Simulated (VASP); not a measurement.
Crystal: KCl (Sylvite).

```xyz
2
Lattice="0.0000 3.1892 3.1892 3.1892 0.0000 3.1892 3.1892 3.1892 0.0000" Properties=species:S:1:pos:R:3 pbc="T T T"
K     0.0000    0.0000    0.0000
Cl    3.1892    3.1892    3.1892
```

- Program: VASP 6.6.1
- Task: relaxation of cell and atoms
- Functional: LDA
- Potentials or basis: VASP PAW LDA potentials, release 64 (K_sv, Cl)
- Cutoff: 600 eV
- k mesh: 6 × 6 × 6
- Occupations: fermi-dirac, width 0.02 eV
- Spin: no spin polarisation

At the start: pressure -2.4 GPa; volume 32.44 Å³/atom.

Task: Where does the relaxation end?

Result: Over 4 steps the energy falls by 36.3 meV/atom and the volume is 28.17 Å³/atom (-13.1 %); space group Fm-3m (No. 225, to 0.05 Å).

Step by step:
```
step  energy change (eV)  largest force (eV/Å)  pressure (GPa)  volume (Å³)
   1              0.0000                0.0000           -2.39        64.87
   2             -0.0537                0.0000           -1.41        60.44
   3             -0.0724                0.0000           -0.19        56.86
   4             -0.0727                0.0000            0.02        56.35
```

Final structure:
```xyz
2
Lattice="0.0000 3.0428 3.0428 3.0428 0.0000 3.0428 3.0428 3.0428 0.0000" Properties=species:S:1:pos:R:3 pbc="T T T"
K     0.0000    3.0428    3.0428
Cl    3.0428    3.0428    3.0428
```

Caveat: the volume moved by -13 % from the deposited cell, more than functionals usually miss.
